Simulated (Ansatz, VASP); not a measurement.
**Pt in VASP and in Ansatz**

```
CELL_PARAMETERS angstrom
2.70829 0.00000 0.00000
-1.35415 2.34545 0.00000
0.00000 0.00000 9.35302
ATOMIC_POSITIONS crystal
Pt 0.59650 0.28899 0.37500
Pt 0.59650 0.28899 0.87500
Pt 0.40350 0.71101 0.12500
Pt 0.40350 0.71101 0.62500
```

Change from the starting cell: mode 1 frozen in at -0.130 Å and mode 2 at -0.104 Å (largest displacements).

Alike in both runs: task single point; functional LDA; k mesh 18 × 18 × 6; occupations gaussian, width 0.15 eV; no spin polarisation.

```csv
,VASP,Ansatz
version,VASP 6.6.1,Ansatz 0.2.0
potentials or method,"VASP PAW LDA potentials, release 64 (Pt), cutoff 520 eV","scalar-relativistic, plane waves, PAW"
valence electrons in the cell,40,72
```

|  | VASP | Ansatz | Ansatz less VASP |
| --- | --- | --- | --- |
| gap on the k mesh at the Fermi level (eV) | none | none | - |
| pressure (GPa) | 1.4 | 0.6 | -0.79 |
| traceless stress, the component that is largest in VASP (GPa) | 0.63 | 0.86 | +0.235 |
| rms of the force components (eV/Å) | 0.122 | 0.127 | +0.0045 |

Ansatz warns that its potentials were made for another functional, while VASP's fit it. LDA's correlation is that of Perdew and Zunger in VASP and of Perdew and Wang (1992) in Ansatz. Atom by atom the forces differ by 0.006 eV/Å (rms over components). A gap of «none» marks a metal or a gap that the smearing closes. VASP's potentials hold 40 valence electrons a cell and Ansatz's 72, so a difference there can come from the potentials and not from the codes.

Neither program's run includes spin-orbit coupling.
